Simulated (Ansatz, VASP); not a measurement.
## SiO2: VASP beside Ansatz

```
Si O
1.0
     4.99300    0.00000    0.00000
     0.00000    4.99300    0.00000
     0.00000    0.00000    7.00500
Si O
4 8
Direct
  0.30241 0.30241 0.00000
  0.19759 0.80241 0.25000
  0.69759 0.69759 0.50000
  0.80241 0.19759 0.75000
  0.23776 0.11089 0.18195
  0.38911 0.73776 0.43195
  0.76224 0.88911 0.68195
  0.61089 0.26224 0.93195
  0.73776 0.38911 0.56805
  0.88911 0.76224 0.31805
  0.26224 0.61089 0.06805
  0.11089 0.23776 0.81805
```

Alike in both runs: functional PBE; k mesh 5 × 5 × 3; occupations fermi-dirac, width 0.02 eV; no spin polarisation.

Ansatz relaxed the structure, and its values are those at the end. VASP's run is a single point on that final structure, the one shown.

```csv
,VASP,Ansatz
version,VASP 6.6.1,Ansatz 0.2.0
potentials or method,"VASP PAW PBE potentials, release 64 (Si, O)","plane-wave PAW, scalar-relativistic"
plane-wave cutoff (eV),520,420
valence electrons in the cell,64,64
```

```csv
,VASP,Ansatz,Ansatz less VASP
gap on the k mesh at the Fermi level (eV),5.60,5.60,0.000
pressure (GPa),1.0,0.9,-0.11
rms of the force components (eV/Å),0.007,0.008,+0.0012
```

The functional is the same, so the differences come from potentials, cutoffs and numerics. Ansatz's warnings: stress scf threshold loose.
